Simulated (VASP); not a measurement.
# Al4N5: relaxation of the atoms with LDA

Al4N5, a slab with vacuum:

```xyz
9
Lattice="3.0887 0.0000 0.0000 -1.5443 2.6749 0.0000 0.0000 0.0000 23.4286" Properties=species:S:1:pos:R:3 pbc="T T T"
N     0.0000    1.7832    4.0000
N     1.5443    0.8916    6.4715
N     0.0000    1.7832    8.9946
N     1.5443    0.8916   11.4269
N    -0.7722    3.1207   13.1131
Al    1.5443    0.8916    4.5833
Al    0.0000    1.7832    7.0548
Al    1.5443    0.8916    9.4676
Al    0.0000    1.7832   11.9286
```

```json
{"Program": "VASP 6.6.1", "Task": "relaxation of the atoms", "Functional": "LDA", "Potentials or basis": "VASP PAW LDA potentials, release 64 (N, Al)", "Cutoff": "520 eV", "k mesh": "9 × 9 × 1", "Occupations": "gaussian, width 0.05 eV", "Spin": "collinear spin", "Starting moments": "[0.0, 0.0, 0.0, 0.0, 3.0, 0.0, 0.0, 0.0, 0.0] μB", "Dipole correction": "yes", "Atoms held fixed (from 0)": "[0, 1, 2, 3, 5, 6, 7, 8]", "Further INCAR settings": "ALGO = Normal; EDIFF = 1e-07; NELMDL = -8; IBRION = 2; EDIFFG = -0.025; NSW = 36", "Atoms held along some axes (from 0)": "atom 4 along a and b"}
```

| Item | Value |
| --- | --- |
| Energy gained by relaxing | 39.4 meV/atom |
| Ionic steps | 4 |
| Net moment | 0.00 μB per cell |
| Valence electrons inside the program's atomic spheres | N 3.68, 3.83, 3.85, 3.64 (each value once); Al 0.84, 0.83, 0.90 (each value once) |

The path:
| step | energy change (eV) | largest force on free atoms (eV/Å) | pressure (GPa) |
| --- | --- | --- | --- |
| 1 | 0.0000 | 2.6252 | 0.26 |
| 2 | -0.2301 | 1.5340 | 1.21 |
| 3 | -0.3531 | 0.1678 | 3.14 |
| 4 | -0.3545 | 0.0093 | 2.92 |

Final structure:
```
N Al
1.0
     3.08866    0.00000    0.00000
    -1.54433    2.67486    0.00000
     0.00000    0.00000   23.42856
N Al
5 4
Direct
  0.33333 0.66667 0.17073
  0.66667 0.33333 0.27622
  0.33333 0.66667 0.38392
  0.66667 0.33333 0.48773
  0.33333 0.16667 0.54745
  0.66667 0.33333 0.19563
  0.33333 0.66667 0.30112
  0.66667 0.33333 0.40411
  0.33333 0.66667 0.50915
```

Levels at points of the mesh, in eV from the Fermi level:
Spin up:
```tsv
k point	band 16	band 17	band 18	band 19	band 20	band 21	band 22	band 23
(0.00, 0.00, 0.00)	-0.57	-0.35	0.11	0.11	3.04	4.24	5.24	5.48
```
Spin down:
| k point | band 15 | band 16 | band 17 | band 18 | band 19 | band 20 | band 21 | band 22 | band 23 | band 24 |
| --- | --- | --- | --- | --- | --- | --- | --- | --- | --- | --- |
| (0.00, 0.00, 0.00) | -0.64 | -0.57 | -0.35 | 0.11 | 0.11 | 3.04 | 4.24 | 5.24 | 5.48 | 6.76 |

It took 8.8 min on 4 MPI ranks on AMD EPYC 9R45 96-Core Processor (Zen 5), on a shared host, peak memory 0.38 GiB a rank.
